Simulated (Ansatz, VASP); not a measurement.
**One calculation of CsCdCl3, two programs**

File INCAR:

```
SYSTEM = CsCdCl3
  PREC = Accurate
  ENCUT = 520
  EDIFF = 1E-6
  ISMEAR = 0
  SIGMA = 0.05
  LREAL = .False.
  LASPH = .True.
  NELM = 60
  ALGO = Normal
  ISIF = 2
  LWAVE = .False.
  LCHARG = .False.
  GGA = CA
  NBANDS = 29
```

The input KPOINTS:

```
Automatic mesh
0
Gamma
  6 6 6
  0 0 0
```

Contents of POSCAR:

```
CsCdCl3
1.0
    5.2000000000      0.0000000000      0.0000000000
    0.0000000000      5.2000000000      0.0000000000
    0.0000000000      0.0000000000      5.2000000000
Cs Cd Cl
1 1 3
Direct
    0.0000000000      0.0000000000      0.0000000000
    0.5000000000      0.5000000000      0.5000000000
    0.0048076923      0.5000000000      0.5000000000
    0.5048076923      0.0000000000      0.5000000000
    0.5048076923      0.5000000000      0.0000000000
```

Input for Ansatz:

```yaml
crystal:
  lattice:
    - [5.2, 0.0, 0.0]
    - [0.0, 5.2, 0.0]
    - [0.0, 0.0, 5.2]
  atoms:
    - { symbol: Cs, position: [0.0, 0.0, 0.0] }
    - { symbol: Cd, position: [0.5, 0.5, 0.5] }
    - { symbol: Cl, position: [0.0048076923, 0.5, 0.5] }
    - { symbol: Cl, position: [0.5048076923, 0.0, 0.5] }
    - { symbol: Cl, position: [0.5048076923, 0.5, 0.0] }
basis:
  ecutwfc: 420
kpoints:
  mp_grid: { grid: [6, 6, 6] }
hamiltonian:
  xc: lda
scf:
  occupations: { method: gaussian, width: 0.05 }
output:
  forces: true
  stress: true
  eigenvalues: true
```

Change from the starting cell: all Cl atoms moved +0.025 Å, as atom 3 along Cartesian [1 0 0].

Alike in both runs: task single point; functional LDA; k mesh 6 × 6 × 6; occupations gaussian, width 0.05 eV; no spin polarisation.

```csv
,VASP,Ansatz
version,VASP 6.6.1,Ansatz 0.2.0
potentials or method,"VASP PAW LDA potentials, release 64 (Cs_sv, Cd, Cl), cutoff 520 eV","scalar-relativistic, plane waves, PAW"
valence electrons in the cell,42,50
```

```tsv
	VASP	Ansatz	Ansatz less VASP
gap on the k mesh at the Fermi level (eV)	1.54	1.51	-0.027
least direct gap on the mesh (eV)	2.12	2.10	-0.022
pressure (GPa)	-1.7	-1.9	-0.21
rms of the force components (eV/Å)	0.032	0.029	-0.0025
```

LDA's correlation is that of Perdew and Zunger in VASP and of Perdew and Wang (1992) in Ansatz. Atom by atom the forces differ by 0.003 eV/Å (rms over components). VASP's potentials hold 42 valence electrons a cell and Ansatz's 50, so a difference there can come from the potentials and not from the codes.

Neither program's run includes spin-orbit coupling.
